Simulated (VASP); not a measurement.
# TiO2 (P3_121) in VASP: settings compared

The runs below take TiO2 through single point, with RPBE, PBE+U.

Program: VASP 6.6.1. These are calculated values, not measurements. Logs are shortened: lines on timing, memory, paths and dates and some standing lists are left out, and cuts for length are marked.

## (1) The cell of the first run

Symmetry: P3_121, No. 152, trigonal system. Conventional cell: a = 5.788 Å, b = 5.788 Å, c = 6.357 Å, α = 90.00°, β = 90.00°, γ = 120.00°. Ti (site symmetry 2) has 4 O at 1.83 Å within 2.4 Å. O (site symmetry 1) has 2 Ti at 1.83 Å within 2.4 Å.

## (2) Single point, RPBE

INCAR

```
PREC = Accurate
ENCUT = 520
EDIFF = 1E-6
ISMEAR = -1
SIGMA = 0.05
LREAL = False
LASPH = True
NELM = 60
ALGO = Normal
ISIF = 2
LWAVE = False
LCHARG = False
GGA = RP
NBANDS = 46
```

KPOINTS

```
Automatic mesh
0
Gamma
  6 6 5
```

POSCAR

```
TiO2
1.0
    5.7881612461      0.0000000000      0.0000000000
   -2.8940806231      5.0126946803      0.0000000000
    0.0000000000      0.0000000000      6.3570795036
Ti O
3 6
Direct
    0.4990304387      0.0000000000      0.3333333333
    0.0000000000      0.4990304387      0.6666666667
    0.5009695613      0.5009695613      0.0000000000
    0.5734324656      0.7885309229      0.1652770805
    0.7849015427      0.2114690771      0.5013895862
    0.2150984573      0.4265675344      0.8319437471
    0.7885309229      0.5734324656      0.8347229195
    0.2114690771      0.7849015427      0.4986104138
    0.4265675344      0.2150984573      0.1680562529
```

Potentials or basis: VASP PAW PBE potentials, release 64 (Ti_sv, O).

Command:

```console
$ cat potpaw_PBE.64/Ti_sv/POTCAR potpaw_PBE.64/O/POTCAR > POTCAR
$ mpirun -np 1 vasp_std > vasp.out
```

OUTCAR:

```text
PREC = Accurate
   ENCUT = 520
   EDIFF = 1E-6
   ISMEAR = -1
   LREAL = False
   LASPH = True
   NELM = 60
   ISIF = 2
   GGA = RP

 ion  position               nearest neighbor table
   1  0.499  0.000  0.333-   9 1.83   8 1.83   4 1.83   5 1.83
   2  0.000  0.499  0.667-   6 1.83   5 1.83   7 1.83   8 1.83
   3  0.501  0.501  0.000-   7 1.83   4 1.83   6 1.83   9 1.83
   4  0.573  0.789  0.165-   3 1.83   1 1.83
   5  0.785  0.211  0.501-   2 1.83   1 1.83
   6  0.215  0.427  0.832-   2 1.83   3 1.83
   7  0.789  0.573  0.835-   3 1.83   2 1.83
   8  0.211  0.785  0.499-   1 1.83   2 1.83
   9  0.427  0.215  0.168-   1 1.83   3 1.83

  LATTYP: Found a hexagonal cell.
 ALAT       =     5.7881612461
 C/A-ratio  =     1.0982899808

  Lattice vectors:

 A1 = (   5.7881612461,   0.0000000000,   0.0000000000)
 A2 = (  -2.8940806231,   5.0126946803,   0.0000000000)
 A3 = (   0.0000000000,   0.0000000000,   6.3570795036)

Analysis of symmetry for initial positions (statically):
=====================================================================
 Subroutine PRICEL returns:
 Original cell was already a primitive cell.

 Routine SETGRP: Setting up the symmetry group for a
 hexagonal supercell.

 Subroutine GETGRP returns: Found  6 space group operations
 (whereof  2 operations were pure point group operations)
 out of a pool of 24 trial point group operations.

The static configuration has the point symmetry C_2 .
 The point group associated with its full space group is D_3 .

Analysis of symmetry for dynamics (positions and initial velocities):
=====================================================================
 Subroutine PRICEL returns:
 Original cell was already a primitive cell.

 Routine SETGRP: Setting up the symmetry group for a
 hexagonal supercell.

 Subroutine GETGRP returns: Found  6 space group operations
 (whereof  2 operations were pure point group operations)
 out of a pool of 24 trial point group operations.

The dynamic configuration has the point symmetry C_2 .
 The point group associated with its full space group is D_3 .

 Subroutine INISYM returns: Found  6 space group operations
 (whereof  2 operations are pure point group operations),
 and found     1 'primitive' translations

----------------------------------------------------------------------------------------

                                     Primitive cell

  volume of cell :     184.4461

  direct lattice vectors                    reciprocal lattice vectors
     5.788161246  0.000000000  0.000000000     0.172766438  0.099746749  0.000000000
    -2.894080623  5.012694680  0.000000000     0.000000000  0.199493499  0.000000000
     0.000000000  0.000000000  6.357079504     0.000000000  0.000000000  0.157304938

  length of vectors
     5.788161246  5.788161246  6.357079504     0.199493499  0.199493499  0.157304938

  position of ions in fractional coordinates (direct lattice)
     0.499030439  0.000000000  0.333333333
     0.000000000  0.499030439  0.666666667
     0.500969561  0.500969561  0.000000000
     0.573432466  0.788530923  0.165277080
     0.784901543  0.211469077  0.501389586
     0.215098457  0.426567534  0.831943747
     0.788530923  0.573432466  0.834722920
     0.211469077  0.784901543  0.498610414
     0.426567534  0.215098457  0.168056253

  ion indices of the primitive-cell ions
   primitive index   ion index
                 1           1
                 2           2
                 3           3
                 4           4
                 5           5
                 6           6
                 7           7
                 8           8
                 9           9

----------------------------------------------------------------------------------------

 KPOINTS: Automatic mesh

Automatic generation of k-mesh.
 Grid dimensions read from file:
 generate k-points for:    6    6    5

 Generating k-lattice:

  Cartesian coordinates                     Fractional coordinates (reciprocal lattice)
     0.028794406  0.016624458  0.000000000     0.166666667 -0.000000000  0.000000000
     0.000000000  0.033248916  0.000000000     0.000000000  0.166666667  0.000000000
     0.000000000  0.000000000  0.031460988     0.000000000  0.000000000  0.200000000

  Length of vectors
     0.033248916  0.033248916  0.031460988

  Shift w.r.t. Gamma in fractional coordinates (k-lattice)
     0.000000000  0.000000000  0.000000000

 Subroutine IBZKPT returns following result:
 ===========================================

 Found     27 irreducible k-points:

 Following reciprocal coordinates:
            Coordinates               Weight
  0.000000  0.000000  0.000000      1.000000
  0.166667  0.000000  0.000000      6.000000
  0.333333  0.000000  0.000000      6.000000
  0.500000  0.000000  0.000000      3.000000
  0.166667  0.166667  0.000000      6.000000
  0.333333  0.166667  0.000000     12.000000
[... 16 lines left out ...]
  0.500000  0.000000  0.400000      6.000000
  0.166667  0.166667  0.400000     12.000000
 [... further k-points ...]
   k-points           NKPTS =     27   k-points in BZ     NKDIM =     27   number of bands    NBANDS=     46
   number of dos      NEDOS =    301   number of ions     NIONS =      9
   total plane-waves  NPLWV = 110592
   dimension x,y,z NGX =    48 NGY =   48 NGZ =   48
   dimension x,y,z NGXF=    96 NGYF=   96 NGZF=   96
   ions per type =               3   6
   NGX,Y,Z   is equivalent  to a cutoff of  13.79, 13.79, 12.55 a.u.
   NGXF,Y,Z  is equivalent  to a cutoff of  27.57, 27.57, 25.11 a.u.
 SYSTEM =  unknown system
   PREC   = accura    normal or accurate (medium, high low for compatibility)
   ISTART =      0    job   : 0-new  1-cont  2-samecut
   ICHARG =      2    charge: 1-file 2-atom 10-const
   ISPIN  =      1    spin polarized calculation?
   LNONCOLLINEAR =      F non collinear calculations
   LSORBIT =      F    spin-orbit coupling
   LASPH  =      T    aspherical Exc in radial PAW
   ENCUT  =  520.0 eV  38.22 Ry    6.18 a.u.  10.76 10.76 11.82*2*pi/ulx,y,z
   NELM   =     60;   NELMIN=  2; NELMDL= -5     # of ELM steps
   EDIFF  = 0.1E-05   stopping-criterion for ELM
   LREAL  =      F    real-space projection
   EDIFFG = 0.1E-04   stopping-criterion for IOM
   NSW    =      0    number of steps for IOM
   IBRION =     -1    ionic relax: 0-MD 1-quasi-New 2-CG
   NFREE  =      0    steps in history (QN), initial steepest desc. (CG)
   ISIF   =      2    stress and relaxation
   ISYM   =      2    0-nonsym 1-usesym 2-fastsym
   POTIM  = 0.5000    time-step for ionic-motion
   TEBEG  =    0.0;   TEEND  =   0.0 temperature during run
   PSTRESS=    0.0 pullay stress
   NELECT =      72.0000    total number of electrons
   NUPDOWN=      -1.0000    fix difference up-down
   EMIN   =  10.00;   EMAX   =-10.00  energy-range for DOS
   EFERMI =   0.00;   METHOD = LEGACY
   ISMEAR =    -1;   SIGMA  =   0.05  broadening in eV -4-tet -1-fermi 0-gaus
   EFERMI_NEDOS =   21; number of points for ismear=-14 and -15
   IALGO  =     38    algorithm
   IMIX   =      4    mixing-type and parameters
     AMIX     =   0.40;   BMIX     =  1.00
     AMIX_MAG =   1.60;   BMIX_MAG =  1.00
  volume/ion in A,a.u.               =      20.49       138.30
  Fermi-wavevector in a.u.,A,eV,Ry     =   1.196453  2.260969 19.476753  1.431501
  Thomas-Fermi vector in A             =   2.332393
   LORBIT       =      0    0 simple, 1 ext, 2 COOP (PROOUT), +10 PAW based schemes
   GGA     = RP    functional components
   LHFCALC =     F    Hartree Fock is set to
   AEXX    =    0.0000 exact exchange contribution
   IVDW    =     0    specifies the selected vdW correction
   LEPSILON=     F    determine dielectric tensor
   LRPA    =     F    only Hartree local field effects (RPA)
 non-spin polarized calculation
  energy-cutoff  :      520.00
  volume of cell :      184.45
 maximum number of plane-waves:      4986
 NGX is ok and might be reduce to    48
   NGX = 21   NGY = 21   NGZ = 23

 number of electron      71.9999984 magnetization

 Free energy of the ion-electron system (eV)
  ---------------------------------------------------
  ext. energy  EPLUGINS =         0.00000000
  ---------------------------------------------------
  free energy    TOTEN  =       -77.76399426 eV

  energy without entropy =      -77.76399426  energy(sigma->0) =      -77.76399426

 E-fermi :  -0.1368     XC(G=0):  -7.1456

 val. band max:       -1.4561079400   @ k =   0.0000   0.0000   0.4000
 cond. band min:       1.8534483593   @ k =   0.0000   0.0000   0.0000
 fundamental gap:      3.3095562993
 Fermi energy:        -0.1367605746

 k-point     1 :       0.0000    0.0000    0.0000
  band No.  band energies     occupation
      1     -57.1176      2.00000
      2     -57.1099      2.00000
      3     -57.1099      2.00000
      4     -33.4380      2.00000
      5     -33.4247      2.00000
      6     -33.4247      2.00000
[... 38 lines left out ...]
     45       4.1324      0.00000
     46       4.4116      0.00000

 k-point     2 :       0.1667    0.0000    0.0000
  band No.  band energies     occupation
      1     -57.1172      2.00000
      2     -57.1103      2.00000
      3     -57.1099      2.00000
      4     -33.4367      2.00000
      5     -33.4257      2.00000
      6     -33.4254      2.00000
[... 38 lines left out ...]
     45       4.2618      0.00000
     46       4.4281      0.00000

 k-point     3 :       0.3333    0.0000    0.0000
  band No.  band energies     occupation
      1     -57.1160      2.00000
      2     -57.1115      2.00000
      3     -57.1099      2.00000
      4     -33.4338      2.00000
      5     -33.4279      2.00000
      6     -33.4272      2.00000
[... 38 lines left out ...]
     45       4.1119      0.00000
     46       4.3713      0.00000

 k-point     4 :       0.5000    0.0000    0.0000
  band No.  band energies     occupation
      1     -57.1151      2.00000
      2     -57.1125      2.00000
      3     -57.1099      2.00000
      4     -33.4318      2.00000
      5     -33.4291      2.00000
      6     -33.4286      2.00000
[... 920 lines left out ...]
     45       4.2250      0.00000
     46       4.3566      0.00000

 k-point    23 :       0.5000    0.0000    0.4000
  band No.  band energies     occupation
      1     -57.1150      2.00000
      2     -57.1125      2.00000
      3     -57.1099      2.00000
      4     -33.4360      2.00000
      5     -33.4265      2.00000
      6     -33.4257      2.00000
[... 38 lines left out ...]
     45       4.1178      0.00000
     46       4.1797      0.00000

 k-point    24 :       0.1667    0.1667    0.4000
  band No.  band energies     occupation
      1     -57.1153      2.00000
      2     -57.1134      2.00000
      3     -57.1087      2.00000
      4     -33.4336      2.00000
      5     -33.4273      2.00000
      6     -33.4255      2.00000
[... 38 lines left out ...]
     45       4.2681      0.00000
     46       4.4428      0.00000

 [... further k-points ...]
[... 5 lines left out ...]
  --------------------------------------------------------------------------------------
  -------------------------------------------------------------------------------------
  Total        0.3135595      0.3135595      0.3261833     -0.0000000     -0.0000000      0.0000000
  in kB        2.7237112      2.7237112      2.8333666     -0.0000000     -0.0000000      0.0000000
  external PRESSURE =       2.7602630 kB  Pullay stress =       0.0000000 kB

 VOLUME and BASIS-vectors are now :
 -----------------------------------------------------------------------------
  energy-cutoff  :      520.00
  volume of cell :      184.45
      direct lattice vectors                 reciprocal lattice vectors
     5.788161246  0.000000000  0.000000000     0.172766438  0.099746749  0.000000000
    -2.894080623  5.012694680  0.000000000     0.000000000  0.199493499  0.000000000
     0.000000000  0.000000000  6.357079504     0.000000000  0.000000000  0.157304938

 POSITION                                       TOTAL-FORCE (eV/Angst)
 -----------------------------------------------------------------------------------
      2.88847      0.00000      2.11903         0.000081      0.000000      0.000000
     -1.44423      2.50149      4.23805        -0.000040      0.000070      0.000000
      1.44985      2.51121      0.00000        -0.000040     -0.000070     -0.000000
      1.03705      3.95266      1.05068         0.017106      0.009011      0.000335
      3.93113      1.06003      3.18737         0.017106     -0.009011     -0.000335
      0.01050      2.13825      5.28873        -0.000749     -0.019320      0.000335
      2.90458      2.87444      5.30640        -0.000749      0.019320     -0.000335
     -1.04755      3.93447      3.16971        -0.016357      0.010309      0.000335
      1.84653      1.07822      1.06835        -0.016357     -0.010309     -0.000335
 -----------------------------------------------------------------------------------
    total drift:                               -0.000000     -0.000001      0.000000

  FREE ENERGIE OF THE ION-ELECTRON SYSTEM (eV)
  ---------------------------------------------------
  free  energy   TOTEN  =       -77.7639942640 eV

  energy  without entropy=      -77.7639942640  energy(sigma->0) =      -77.76399426
```

Run time: 2.7 min. Hardware: 1 thread of Intel Xeon Platinum 8559C (Emerald Rapids), shared host; peak memory 0.41 GiB.

Results:

- Free energy: -77.7640 eV
- Pressure: 0.3 GPa
- Largest force: 0.019 eV/Å
- Band gap on the k mesh: 3.31 eV (least direct gap 3.41 eV)

Forces on the atoms (eV/Å):
```
Ti   0.000  0.000  0.000
Ti   0.000  0.000  0.000
Ti   0.000  0.000  0.000
O    0.017  0.009  0.000
O    0.017 -0.009  0.000
O   -0.001 -0.019  0.000
O   -0.001  0.019  0.000
O   -0.016  0.010  0.000
O   -0.016 -0.010  0.000
```

Levels at points of the mesh, in eV from the valence-band top:
```tsv
k point	band 33	band 34	band 35	band 36	band 37	band 38	band 39	band 40
(0.00, 0.00, 0.00)	-0.82	-0.28	-0.28	-0.16	3.31	3.97	3.97	4.49
(0.50, 0.00, 0.00)	-0.82	-0.80	-0.19	-0.02	3.63	3.67	3.99	4.60
```

Caveat: the PAW data sets were made with another functional, which shifts forces and pressure a little. A k mesh can miss the band edges.

## (3) Single point, PBE+U

This run uses another cell than the first one, of 20.65 Å³/atom.

INCAR

```
SYSTEM = TiO2
  ALGO = Normal
  EDIFF = 1E-7
  ENCUT = 520
  GGA = PE
  ISIF = 2
  ISMEAR = -1
  LASPH = .True.
  LCHARG = .False.
  LDAU = .True.
  LDAUJ = 0 0
  LDAUL = 2 -1
  LDAUPRINT = 1
  LDAUTYPE = 2
  LDAUU = 6 0
  LMAXMIX = 4
  LREAL = .False.
  LWAVE = .False.
  NBANDS = 46
  NELM = 150
  PREC = Accurate
  SIGMA = 0.05
```

KPOINTS

```
k-points
0
Gamma
  6 6 5
  0 0 0
```

POSCAR

```
TiO2
1.0
    5.8007293902      0.0000000000      0.0000000000
   -2.9003646951      5.0235790124      0.0000000000
    0.0000000000      0.0000000000      6.3772203023
Ti O
3 6
Direct
    0.4988304515      0.0000000000      0.3333333333
    0.0000000000      0.4988304515      0.6666666667
    0.5011695485      0.5011695485      0.0000000000
    0.5723168945      0.7881557716      0.1652233438
    0.7841611229      0.2118442284      0.5014433228
    0.2158388771      0.4276831055      0.8318900105
    0.7881557716      0.5723168945      0.8347766562
    0.2118442284      0.7841611229      0.4985566772
    0.4276831055      0.2158388771      0.1681099895
```

Potentials or basis: VASP PAW PBE potentials, release 64 (Ti_sv, O).

Command:

```console
$ cat potpaw_PBE.64/Ti_sv/POTCAR potpaw_PBE.64/O/POTCAR > POTCAR
$ mpirun -np 1 vasp_std > vasp.out
```

Run time: 2.4 min. Hardware: 1 thread of Intel Xeon Platinum 8559C (Emerald Rapids), shared host; peak memory 0.41 GiB.

It converged, with:

- Free energy: -67.2283 eV
- Pressure: 4.6 GPa
- Largest force: 0.295 eV/Å
- Band gap on the k mesh: 4.10 eV (least direct gap 4.16 eV)

Forces on the atoms (eV/Å):
```
Ti   0.003  0.000  0.000
Ti  -0.001  0.002  0.000
Ti  -0.001 -0.002  0.000
O    0.252  0.153 -0.007
O    0.252 -0.153  0.007
O    0.006 -0.295 -0.007
O    0.006  0.295  0.007
O   -0.259  0.142 -0.007
O   -0.259 -0.142  0.007
```

Levels at points of the mesh, in eV from the valence-band top:
| k point | band 32 | band 33 | band 34 | band 35 | band 36 | band 37 | band 38 | band 39 | band 40 | band 41 |
| --- | --- | --- | --- | --- | --- | --- | --- | --- | --- | --- |
| (0.00, 0.00, 0.00) | -0.73 | -0.73 | -0.29 | -0.29 | -0.18 | 4.10 | 4.45 | 4.45 | 4.76 | 5.04 |
| (0.50, 0.00, 0.00) | -0.86 | -0.85 | -0.85 | -0.20 | -0.02 | 4.19 | 4.30 | 4.40 | 5.16 | 5.30 |

Eigenvalues of the final occupation matrices:
```
    site  spin  trace               eigenvalues
site 1 d     1   0.85  0.11 0.11 0.20 0.21 0.22
site 1 d     2   0.85  0.11 0.11 0.20 0.21 0.22
site 2 d     1   0.85  0.11 0.11 0.20 0.21 0.22
site 2 d     2   0.85  0.11 0.11 0.20 0.21 0.22
site 3 d     1   0.85  0.11 0.11 0.20 0.21 0.22
site 3 d     2   0.85  0.11 0.11 0.20 0.21 0.22
```

Caveat: the cell stands under pressure. A k mesh can miss the band edges.
